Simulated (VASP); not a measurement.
Crystal: Mg2B3.

```xyz
10
Lattice="4.5082 0.0000 0.0000 0.0000 4.5082 0.0000 0.0000 0.0000 4.5529" Properties=species:S:1:pos:R:3 pbc="T T T"
Mg    3.3275    1.1807    0.0000
Mg    1.1807    3.3275    0.0000
Mg    1.1807    1.1807    2.2764
Mg    3.3275    3.3275    2.2764
B     2.2541    0.0000    3.4147
B     2.2541    0.0000    1.1382
B     0.0000    2.2541    3.4147
B     0.0000    2.2541    1.1382
B     0.0000    0.0000    3.4147
B     0.0000    0.0000    1.1382
```

| Quantity | Value |
| --- | --- |
| Program | VASP 6.6.1 |
| Task | relaxation of cell and atoms |
| Functional | PBE |
| Potentials or basis | VASP PAW PBE potentials, release 64 (Mg, B) |
| Cutoff | 600 eV |
| k mesh | 4 × 4 × 4 |
| Occupations | gaussian, width 0.1 eV |
| Spin | no spin polarisation |

At the start: pressure 70.2 GPa; volume 9.25 Å³/atom.

How do energy, volume and symmetry change on relaxing?

Over 29 steps the energy falls by 2093.9 meV/atom and the volume is 13.89 Å³/atom (+50.1 %); space group P4_2/mcm (No. 132, to 0.05 Å).

The path:
```tsv
step	energy change (eV)	largest force (eV/Å)	pressure (GPa)	volume (Å³)
1	0.0000	4.8315	70.21	92.53
2	-7.9745	0.4653	-9.03	157.99
3	-8.6902	0.1924	-0.63	136.26
4	-8.6908	0.1472	-1.20	137.25
5	-8.9013	0.0952	-1.19	136.14
6	-9.6569	0.1692	-0.37	132.04
7	-14.3714	0.2328	2.73	120.21
8	63.4223	4.0908	299.32	80.36
9	-15.1517	0.3289	3.61	118.44
10	-13.8155	2.8351	51.69	101.94
11	-17.3630	1.1761	10.80	113.41
12	-17.6461	2.2035	25.46	107.95
13	-17.8913	1.8946	19.63	109.81
14	-17.8320	2.0358	22.12	108.98
15	-18.5266	1.8492	15.35	113.59
16	-19.6216	1.4656	0.16	128.19
17	-19.7034	1.3309	-3.48	133.20
18	-20.0888	1.1554	-2.54	134.39
19	-20.2533	0.9877	-1.12	135.54
20	-20.2567	0.9632	-0.84	135.72
21	-20.3765	0.8279	-0.91	135.52
22	-20.6307	0.4604	-0.96	134.90
23	-20.8255	0.0392	0.31	133.66
24	-20.8933	0.0114	2.58	133.61
25	-20.8937	0.0212	2.86	133.60
26	-20.9325	0.0095	1.07	137.04
27	-20.9366	0.0212	0.28	138.68
28	-20.9375	0.0274	-0.39	139.12
29	-20.9386	0.0248	-0.11	138.93
```

Final structure:
```
Mg B
1.0
     6.64080    0.00000    0.00000
     0.00000    6.64080    0.00000
     0.00000    0.00000    3.15035
Mg B
4 6
Direct
  0.75373 0.24627 0.00000
  0.24627 0.75373 0.00000
  0.24627 0.24627 0.50000
  0.75373 0.75373 0.50000
  0.50000 0.00000 0.75000
  0.50000 0.00000 0.25000
  0.00000 0.50000 0.75000
  0.00000 0.50000 0.25000
  0.00000 0.00000 0.75000
  0.00000 0.00000 0.25000
```

Caveat: the volume moved by over 15 % at a fixed basis, so the end points are rough.
